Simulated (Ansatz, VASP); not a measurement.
## C: VASP beside Ansatz

```xyz
2
Lattice="2.6140 0.0000 0.0000 -1.3070 2.2638 0.0000 0.0000 0.0000 26.0024" Properties=species:S:1:pos:R:3 pbc="T T T"
C     1.3070    0.7546   13.5012
C     0.0000    1.5092   12.5012
```

Alike in both runs: task single point; functional PBE; dispersion D3(BJ); k mesh 21 × 21 × 1; occupations gaussian, width 0.1 eV; no spin polarisation.

|  | VASP | Ansatz |
| --- | --- | --- |
| version | VASP 6.6.1 | Ansatz 0.2.0 |
| potentials or method | VASP PAW PBE potentials, release 64 (C), cutoff 520 eV | scalar-relativistic, plane waves, PAW |
| valence electrons in the cell | 8 | 8 |

Ansatz gave:

- gap on the k mesh at the Fermi level (eV): none
- rms of the force components (eV/Å): 4.750

**Question.** What did VASP give for the same quantities?

**Answer.** gap on the k mesh at the Fermi level (eV): none; rms of the force components (eV/Å): 4.746.

Atom by atom the forces differ by 0.004 eV/Å (rms over components). A gap of «none» marks a metal or a gap that the smearing closes.
